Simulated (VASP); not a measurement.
A run of VASP 6.6.1:

POSCAR

```
SiC
1.0
    3.0459841504      0.0000000000      0.0000000000
   -1.5229920752      2.6378996538      0.0000000000
    0.0000000000      0.0000000000      4.9985521835
Si C
2 2
Direct
    0.3333333333      0.6666666667      0.0046083248
    0.6666666667      0.3333333333      0.5046083248
    0.3333333333      0.6666666667      0.3803916752
    0.6666666667      0.3333333333      0.8803916752
```

The input INCAR.step1:

```
ALGO = Normal ; EDIFF = 1E-4
ENCUT = 520 ; GGA = PE
ISMEAR = 0 ; LASPH = T
LCHARG = F ; LREAL = F
LWAVE = T ; NBANDS = 16
NELM = 80 ; PREC = Accurate
SIGMA = 0.01
```

INCAR.step2

```
ALGO = Normal ; EDIFF = 1E-6
ENCUT = 520 ; ISIF = 2
ISMEAR = 0 ; ISTART = 1
LASPH = T ; LCHARG = T
LELF = T ; LMIXTAU = T
LREAL = F ; LVHAR = T
LWAVE = F ; METAGGA = R2SCAN
NBANDS = 16 ; NELM = 80
PREC = Accurate ; SIGMA = 0.01
```

File KPOINTS:

```
k-points
0
Gamma
  8 8 6
```

Potentials or basis: VASP PAW PBE potentials, release 64 (Si, C).

Command:

```console
$ cat potpaw_PBE.64/Si/POTCAR potpaw_PBE.64/C/POTCAR > POTCAR
$ cp INCAR.step1 INCAR
$ mpirun -np 1 vasp_std > vasp.out
$ cp INCAR.step2 INCAR
$ mpirun -np 1 vasp_std > vasp.out
```

Hardware: 1 thread of Intel(R) Xeon(R) Platinum 8559C (Emerald Rapids) (shared host).

Question: Estimate the wall time of this run.

Answer: Wall time 40 s on 1 thread of Intel(R) Xeon(R) Platinum 8559C (Emerald Rapids) (shared host), peak memory 0.16 GiB. Counts: k points 40.
